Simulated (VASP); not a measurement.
Here is a VASP 6.6.1 calculation.

The input INCAR:

```
ALGO     = Normal         # electronic algorithm
EDIFF    = 1E-6           # SCF threshold, eV
ENCUT    = 520            # plane-wave cutoff, eV
GGA      = PS             # functional
ISIF     = 2              # what is computed and relaxed
ISMEAR   = 0              # smearing method
ISPIN    = 2              # spin polarisation
LASPH    = True           # aspherical terms in the spheres
LCHARG   = False          # write CHGCAR
LORBIT   = 11             # projections on sites
LREAL    = Auto         
LUSENCCL = False        
LWAVE    = False          # write WAVECAR
MAGMOM   = 0 0 0 0 0 0 0 0 0 0 0 0 0 0 0 0.5 0 0.5 0.5 0 0 0 0 0 0 0 0.5 0 0 0 0 # initial moments
NBANDS   = 163            # bands
NELECT   = 278.0        
NELM     = 150            # most SCF steps
PREC     = Accurate       # precision mode
SIGMA    = 0.01           # smearing width, eV
```

File KPOINTS:

```
Automatic mesh
0
Gamma
  2 2 2
  0.5 0.5 0.5
```

POSCAR

```
Zn15Se16
1.0
   -5.6332473651     -5.6332473651      5.6332473651
    5.6332473651     -5.6332473651     -5.6332473651
    5.6332473651      5.6332473651      5.6332473651
Zn Se
15 16
Direct
    0.0114572756      0.4995649900      0.5023139357
    0.5032112970      0.2609748822      0.2490793229
    0.2499896457      0.2610278939      0.5023099398
   -0.0032191412      0.2462855047      0.7572801259
    0.7500091171      0.4995327623      0.7490474628
    0.5032452662      0.4995294829      0.0105233250
    1.0114686747      0.7527954833      0.2491075299
    0.7499842850     -0.0004762023      0.2490350380
    0.4885715038     -0.0086575946      0.4876523207
    0.2500009759     -0.0004363358      0.7490691462
   -0.0032294651      0.0077433090     -0.0041421363
    0.7582160244      0.2463469799     -0.0041279364
    0.7417720970      0.7381156244      0.4876272905
    0.4885551879      0.7380969231      0.7408417553
    0.2500140621      0.7527832518      0.0105193166
    0.2500141734      0.7340728029      0.2490804107
    0.0002793640      0.7483188355      0.4978389994
    0.4845142455      0.4995428691      0.2490766780
    0.2499963223      0.4995606796      0.4835558004
    0.0012579432      0.4995338369      0.7506000339
    0.7484942445      0.7492782996      0.7475622603
    0.4987483425      0.7482803311     -0.0006710904
    0.0012530671      0.0010779257      0.2490884786
    0.7515079274      0.2507917047      0.2490835458
    0.4987393696      0.2498146009      0.4978368834
    0.2500065199      0.2508102719      0.7505957285
    0.0154636956      0.2650076522      0.0145472914
    0.7515365990      0.4995695952      0.0003261944
    0.7484833048     -0.0019653137      0.4987938928
    0.4997184130     -0.0019688423      0.7475579851
    0.2499934741      0.0010659364      0.0003180538
```

Potentials or basis: VASP PAW PBE potentials, release 64 (Zn, Se).

The run is started by

```bash
$ cat potpaw_PBE.64/Zn/POTCAR potpaw_PBE.64/Se/POTCAR > POTCAR
$ mpirun -np 1 vasp_std > vasp.out
```

Question: Predict the net moment.

Answer: 0.00 μB per cell.

Question: Predict the largest force.

Answer: 0.037 eV/Å.

Forces on the atoms (eV/Å):
```
Zn   0.001  0.002 -0.001
Zn  -0.002  0.001  0.003
Zn  -0.002  0.002  0.002
Zn  -0.001  0.000 -0.003
Zn   0.001  0.001  0.001
Zn  -0.002 -0.002  0.000
Zn   0.001  0.001 -0.001
Zn   0.001  0.001  0.001
Zn   0.001 -0.001  0.001
Zn   0.000  0.001  0.001
Zn  -0.002  0.002  0.000
Zn   0.000  0.003 -0.002
Zn   0.000 -0.002  0.004
Zn   0.002 -0.001  0.002
Zn  -0.001 -0.001 -0.001
Se  -0.021  0.021  0.021
Se  -0.003  0.001  0.001
Se   0.019  0.022 -0.020
Se  -0.021 -0.022 -0.022
Se   0.002 -0.001 -0.007
Se  -0.001  0.001 -0.001
Se   0.003 -0.006  0.000
Se   0.000  0.001  0.001
Se   0.000 -0.001  0.001
Se   0.000  0.001  0.000
Se   0.001 -0.001  0.001
Se   0.020 -0.019  0.023
Se   0.003  0.002 -0.006
Se   0.003 -0.006  0.002
Se  -0.002  0.000  0.001
Se  -0.002 -0.001 -0.001
```

Caveat: the cell carries a net charge on a neutralising background, which shifts energy and pressure; the cell differs from its parent crystal (atoms taken out, then relaxed in part); the PAW data sets were made with another functional, which shifts forces and pressure a little.
